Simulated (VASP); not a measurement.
**Te2Mo: single point with LDA**

The system is Te2Mo, a slab with vacuum.

```
CELL_PARAMETERS angstrom
3.56023 0.00000 0.00000
-1.78012 3.08325 0.00000
0.00000 0.00000 17.52406
ATOMIC_POSITIONS crystal
Te 0.34251 0.68501 0.89504
Te 0.34251 0.68501 0.09933
Mo 0.00000 0.00000 0.00000
```

This cell differs from its parent crystal: all Te atoms moved -0.075 Å, as atom 1 towards its neighbour atom 3 (Mo) at 2.726 Å.

* Program: VASP 6.6.1
* Task: single point
* Functional: LDA
* Potentials or basis: VASP PAW LDA potentials, release 64 (Te, Mo_sv)
* Cutoff: 520 eV
* k mesh: 12 × 12 × 2
* Occupations: gaussian, width 0.05 eV
* Spin: no spin polarisation

| Property | Result |
| --- | --- |
| Largest force | 1.275 eV/Å |
| Band gap on the k mesh | 1.05 eV |

Forces on the atoms (eV/Å):
```
Te   0.000 -0.338  0.826
Te   0.000 -0.415  0.203
Mo   0.000  0.753 -1.029
```

Levels at points of the mesh, in eV from the valence-band top:
```csv
k point,band 9,band 10,band 11,band 12,band 13,band 14,band 15,band 16,band 17,band 18
"(0.00, 0.00, 0.00)",-1.66,-1.62,-1.03,-0.72,-0.33,2.86,3.14,3.40,3.47,4.37
"(0.50, 0.00, 0.00)",-3.22,-2.25,-1.55,-0.74,-0.26,1.37,1.73,3.30,3.75,3.99
"(0.00, 0.50, 0.00)",-3.31,-2.35,-1.42,-0.60,-0.34,1.43,1.75,3.14,3.77,3.92
"(0.00, 0.00, 0.50)",-1.66,-1.62,-1.03,-0.72,-0.33,2.86,3.14,3.40,3.47,4.46
"(0.50, 0.00, 0.50)",-3.22,-2.25,-1.55,-0.74,-0.26,1.37,1.73,3.30,3.75,3.99
"(0.00, 0.50, 0.50)",-3.31,-2.35,-1.42,-0.60,-0.34,1.43,1.75,3.14,3.77,3.93
```

It took 12 min on 1 thread of Intel(R) Xeon(R) Platinum 8259CL CPU @ 2.50GHz (Skylake/Cascade Lake), with other jobs on the host, peak memory 0.47 GiB.

Caveat: the cell differs from its parent crystal (all Te atoms moved -0.075 Å, as atom 1 towards its neighbour atom 3 (Mo) at 2.726 Å); spin-orbit coupling is left out, which moves the levels of the heavy elements.
